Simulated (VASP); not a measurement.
## GaP: G0W0 quasiparticle levels with PBE

The system is GaP.

```xyz
2
Lattice="0.0000 2.6341 2.7254 2.6341 0.0000 2.7254 2.6341 2.6341 0.0000" Properties=species:S:1:pos:R:3 pbc="T T T"
Ga    0.0000    0.0000    0.0000
P     1.3171    1.3171    1.3627
```

```json
{
  "Program": "VASP 6.6.1",
  "Task": "G0W0 quasiparticle levels",
  "Functional": "PBE",
  "Potentials or basis": "VASP PAW PBE potentials, release 64 (Ga_d_GW, P_GW)",
  "Cutoff": "500 eV",
  "k mesh": "4 × 4 × 4",
  "Occupations": "gaussian, width 0.01 eV",
  "Spin": "no spin polarisation",
  "Dipole correction": "no",
  "GW scheme": "G0W0",
  "GW iterations": "1",
  "Cutoff of the response function": "150",
  "Frequency points": "48",
  "Empty bands": "157",
  "Further INCAR settings": "ALGO = EVGW0; EDIFF = 1e-08; NBANDS = 166"
}
```

```
Quasiparticle gap                                   : 1.86 eV
Least direct quasiparticle gap                      : 3.26 eV
Band gap of the starting levels on the mesh         : 1.32 eV
Least direct gap of the starting levels on the mesh : 2.31 eV
```

Wall time 7.9 min on 1 thread of Intel Xeon 8259CL (shared host), peak memory 0.44 GiB.

Caveat: the k points lie up to 0.51 Å⁻¹ apart; bands, screening cutoff and mesh are small and nothing is extrapolated, so the quasiparticle values aren't converged.
